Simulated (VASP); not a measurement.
A run of VASP 6.6.1 is set up as follows.

The input INCAR:

```
ALGO     = Normal         # electronic algorithm
EDIFF    = 1E-6           # SCF threshold, eV
ENCUT    = 520            # plane-wave cutoff, eV
GGA      = PE             # functional
ISIF     = 2              # what is computed and relaxed
ISMEAR   = 0              # smearing method
IVDW     = 12             # dispersion correction
LASPH    = T              # aspherical terms in the spheres
LCHARG   = F              # write CHGCAR
LREAL    = F              # projectors in reciprocal space
LWAVE    = F              # write WAVECAR
NBANDS   = 15             # bands
NELM     = 100            # most SCF steps
PREC     = Accurate       # precision mode
SIGMA    = 0.05           # smearing width, eV
```

The input KPOINTS:

```
k-points
0
Gamma
  9 9 4
```

Contents of POSCAR:

```
MgI2
1.0
    4.2106071945      0.0000000000      0.0000000000
   -2.1053035973      3.6464927958      0.0000000000
    0.0000000000      0.0000000000      6.6777712150
Mg I
1 2
Direct
    0.0000000000      0.0000000000      0.0000000000
    0.3333333333      0.6666666667      0.7576300000
    0.6666666667      0.3333333333      0.2423700000
```

Potentials or basis: VASP PAW PBE potentials, release 64 (Mg, I).

Launch:

```bash
$ cat potpaw_PBE.64/Mg/POTCAR potpaw_PBE.64/I/POTCAR > POTCAR
$ mpirun -np 1 vasp_std > vasp.out
```

(1) Estimate the pressure.

(2) What does it give for the band gap on the k mesh?

(3) Predict the dispersion energy per atom.

Answers

(1) -0.3 GPa.

(2) 3.30 eV, indirect (least direct gap 3.42 eV).

(3) -0.309 eV.

Caveat: spin-orbit coupling is left out, which moves the levels of the heavy elements.
